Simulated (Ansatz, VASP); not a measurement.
**Fe: VASP beside Ansatz**

```
CELL_PARAMETERS angstrom
2.46619 0.00000 0.00000
-1.23309 2.13578 0.00000
0.00000 0.00000 3.89249
ATOMIC_POSITIONS crystal
Fe 0.33333 0.66667 0.25000
Fe 0.66667 0.33333 0.75000
```

Change from the starting cell: volume scaled by 1.04.

Alike in both runs: task single point; functional PBEsol; k mesh 17 × 17 × 10; occupations fermi-dirac, width 0.08 eV; no spin polarisation.

|  | VASP | Ansatz |
| --- | --- | --- |
| version | VASP 6.6.1 | Ansatz 0.2.0 |
| potentials or method | VASP PAW PBE potentials, release 64 (Fe), cutoff 520 eV | all-electron LAPW, scalar-relativistic |

```tsv
	VASP	Ansatz	Ansatz less VASP
pressure (GPa)	-12.9	-12.6	+0.24
traceless stress, the component that is largest in VASP (GPa)	0.15	0.23	+0.079
```

VASP's potentials were made for PBE, not for PBEsol. Ansatz ran all-electron here, and VASP with PAW potentials.
